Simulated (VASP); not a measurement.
Input of a VASP 6.6.1 run:

The input INCAR:

```
SYSTEM = WSe2
PREC = Accurate ; ENCUT = 600
EDIFF = 1E-6 ; ISMEAR = 0
SIGMA = 0.02 ; LREAL = .FALSE.
LASPH = .TRUE. ; NELM = 60
ALGO = Normal ; ISIF = 4
LWAVE = .FALSE. ; LCHARG = .FALSE.
GGA = PE ; IVDW = 12
IBRION = 2 ; NSW = 50
EDIFFG = -0.01
```

File KPOINTS:

```
Automatic mesh
0
G
  9 9 2
  0 0 0
```

The input POSCAR:

```
WSe2
1.0
    3.2457698450      0.0000000000      0.0000000000
   -1.6228849225      2.8109191406      0.0000000000
    0.0000000000      0.0000000000     12.6682706918
W Se
2 4
Direct
    0.6666666667      0.3333333333      0.2500165997
    0.3333333333      0.6666666667      0.7499834003
    0.3333333333      0.6666666667      0.3816306155
    0.6666666667      0.3333333333      0.8815963396
    0.3333333333      0.6666666667      0.1184036604
    0.6666666667      0.3333333333      0.6183693845
```

Potentials or basis: VASP PAW PBE potentials, release 64 (W_sv, Se).

Command:

```console
$ cat potpaw_PBE.64/W_sv/POTCAR potpaw_PBE.64/Se/POTCAR > POTCAR
$ mpirun -np 1 vasp_std > vasp.out
```

Problem. Estimate the dispersion energy per atom.

Solution. -0.491 eV.

Problem. What does it give for the band gap on the k mesh?

Solution. 0.90 eV, indirect (least direct gap 1.61 eV).

Forces in eV/Å, atoms in the order of the input:
```
W    0.000  0.000  0.000
W    0.000  0.000  0.000
Se   0.000  0.000  0.007
Se   0.000  0.000  0.009
Se   0.000  0.000 -0.009
Se   0.000  0.000 -0.007
```

Caveat: spin-orbit coupling is left out, which moves the levels of the heavy elements. A k mesh can miss the band edges.
